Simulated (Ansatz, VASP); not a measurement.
## One calculation of Pb, two programs

File INCAR:

```
PREC = Accurate
ENCUT = 520
EDIFF = 1E-6
ISMEAR = 0
SIGMA = 0.15
LREAL = F
LASPH = T
NELM = 100
ALGO = Fast
ISIF = 2
LWAVE = F
LCHARG = T
GGA = PE
LELF = T
LVHAR = T
NBANDS = 13
```

The input KPOINTS:

```
Automatic mesh
0
Gamma
  16 16 16
```

POSCAR

```
Pb
1.0
    0.0000000000      2.3710080000      2.5685920000
    2.3710080000      0.0000000000      2.5685920000
    2.3710080000      2.3710080000      0.0000000000
Pb
1
Direct
    0.0000000000      0.0000000000      0.0000000000
```

Input for Ansatz:

```yaml
crystal:
  lattice:
    - [0.0, 2.371008, 2.568592]
    - [2.371008, 0.0, 2.568592]
    - [2.371008, 2.371008, 0.0]
  atoms:
    - { symbol: Pb, position: [0.0, 0.0, 0.0] }
basis:
  ecutwfc: 420
kpoints:
  mp_grid: { grid: [16, 16, 16] }
hamiltonian:
  xc: pbe
scf:
  occupations: { method: gaussian, width: 0.15 }
output:
  forces: true
  stress: true
  eigenvalues: true
```

Change from the starting cell: strain -0.040 along x and y, +0.040 along z, atoms carried along.

Alike in both runs: task single point; functional PBE; k mesh 16 × 16 × 16; occupations gaussian, width 0.15 eV; no spin polarisation.

```csv
,VASP,Ansatz
version,VASP 6.6.1,Ansatz 0.2.0
potentials or method,"VASP PAW PBE potentials, release 64 (Pb_d), cutoff 520 eV","scalar-relativistic, plane waves, PAW"
valence electrons in the cell,14,14
```

```tsv
	VASP	Ansatz	Ansatz less VASP
gap on the k mesh at the Fermi level (eV)	none	none	-
pressure (GPa)	5.2	5.3	+0.03
traceless stress, the component that is largest in VASP (GPa)	-1.12	-1.12	-0.002
```

A gap of «none» marks a metal or a gap that the smearing closes.

Spin-orbit coupling is off throughout.
